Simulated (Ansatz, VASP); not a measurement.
**One calculation of Al, two programs**

```
Al
1.0
    -2.80357    0.00000    0.00000
    -1.40179   -2.42796    0.00000
    -2.49206   -1.61864   14.02527
Al
6
Direct
  0.62036 0.61110 0.08335
  0.43518 0.38888 0.41668
  0.24999 0.16666 0.75002
  0.82406 0.72221 0.91668
  0.19444 0.16666 0.25002
  0.00925 0.94443 0.58335
```

Alike in both runs: task single point; functional PBE; dispersion D3(BJ); k mesh 18 × 18 × 3; occupations gaussian, width 0.15 eV; no spin polarisation.

|  | VASP | Ansatz |
| --- | --- | --- |
| version | VASP 6.6.1 | Ansatz 0.2.0 |
| potentials or method | VASP PAW PBE potentials, release 64 (Al), cutoff 520 eV | scalar-relativistic, plane waves, PAW |
| valence electrons in the cell | 18 | 18 |

Ansatz gave:

```
gap on the k mesh at the Fermi level (eV)                     : none
pressure (GPa)                                                : 2.5
traceless stress, the component that is largest in VASP (GPa) : 3.32
rms of the force components (eV/Å)                            : 0.628
```

Q: Estimate VASP's values.

A: gap on the k mesh at the Fermi level (eV): none; pressure (GPa): 2.5; traceless stress, the component that is largest in VASP (GPa): 3.33; rms of the force components (eV/Å): 0.629.

Atom by atom the forces differ by 0.001 eV/Å (rms over components). A gap of «none» marks a metal or a gap that the smearing closes.
